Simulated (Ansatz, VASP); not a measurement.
**One calculation of BaTiO3, two programs**

POSCAR

```
BaTiO3
1.0
    2.8399983144      1.6396737913      2.3313532688
   -2.8399983144      1.6396737913      2.3313532688
    0.0000000000     -3.2793475827      2.3313532687
Ba Ti O
1 1 3
Direct
   -0.0032057798     -0.0032057798     -0.0032057798
    0.4833346617      0.4833346617      0.4833346617
    0.5098255445      0.5098255445      0.0194200292
    0.0194200292      0.5098255445      0.5098255445
    0.5098255445      0.0194200292      0.5098255445
```

The input INCAR.step1:

```
PREC = Accurate
ENCUT = 520
EDIFF = 1E-5
ISMEAR = 0
SIGMA = 0.01
LREAL = False
LASPH = True
NELM = 100
ALGO = Normal
ISIF = 2
LWAVE = True
LCHARG = False
GGA = PE
NBANDS = 28
```

File INCAR.step2:

```
PREC = Accurate
ENCUT = 520
EDIFF = 1E-6
ISMEAR = 0
SIGMA = 0.01
LREAL = False
LASPH = True
NELM = 100
ALGO = Normal
ISIF = 2
LWAVE = False
LCHARG = False
GGA = PE
LHFCALC = True
HFSCREEN = 0.2079
PRECFOCK = Fast
ISTART = 1
NBANDS = 28
```

File KPOINTS:

```
Automatic mesh
0
Gamma
  4 4 4
```

Input for Ansatz:

```yaml
crystal:
  lattice:
    - [2.8399983144, 1.6396737913, 2.3313532688]
    - [-2.8399983144, 1.6396737913, 2.3313532688]
    - [0.0, -3.2793475827, 2.3313532687]
  atoms:
    - { symbol: Ba, position: [-0.0032057798, -0.0032057798, -0.0032057798] }
    - { symbol: Ti, position: [0.4833346617, 0.4833346617, 0.4833346617] }
    - { symbol: O, position: [0.5098255445, 0.5098255445, 0.0194200292] }
    - { symbol: O, position: [0.0194200292, 0.5098255445, 0.5098255445] }
    - { symbol: O, position: [0.5098255445, 0.0194200292, 0.5098255445] }
kpoints:
  mp_grid: { grid: [4, 4, 4] }
  band_path:
    path:
      - [0.0, 0.0, 0.0]
      - [0.5, 0.5, 0.5]
      - [0.503566118, 0.496433882, 0.5]
      - [0.5, -0.496433882, 0.496433882]
      - [0.5, 0.0, 0.0]
      - [0.498216941, -0.498216941, 0.0]
      - [0.501783059, 0.0, 0.498216941]
      - [-0.052083, 0.010417, 0.010417]
      - [0.0498216941, -0.0498216941, 0.0]
    npoints: 1
hamiltonian:
  xc: hse06
scf:
  occupations: { method: fixed }
  n_extra_bands: 5
output:
  forces: true
  stress: true
  eigenvalues: true
```

Alike in both runs: task single point; functional HSE06; k mesh 4 × 4 × 4; no spin polarisation.

|  | VASP | Ansatz |
| --- | --- | --- |
| version | VASP 6.6.1 | Ansatz 0.2.0 |
| potentials or method | VASP PAW PBE potentials, release 64 (Ba_sv, Ti_sv, O) | plane waves, PAW |
| plane-wave cutoff (eV) | 520 | 420 |
| occupations | gaussian, width 0.01 eV | fixed |
| valence electrons in the cell | 40 | 40 |

VASP gave:

```
gap on the k mesh at the Fermi level (eV)                     : 3.91
pressure (GPa)                                                : -0.5
traceless stress, the component that is largest in VASP (GPa) : 0.20
rms of the force components (eV/Å)                            : 0.085
```

Which values does Ansatz return?

gap on the k mesh at the Fermi level (eV): 3.96; pressure (GPa): -2.0; traceless stress, the component that is largest in VASP (GPa): 0.23; rms of the force components (eV/Å): 0.108.

Atom by atom the forces differ by 0.027 eV/Å (rms over components). Ansatz's warnings: stress exchange threshold loose, stress scf threshold loose.

Neither program's run includes spin-orbit coupling.
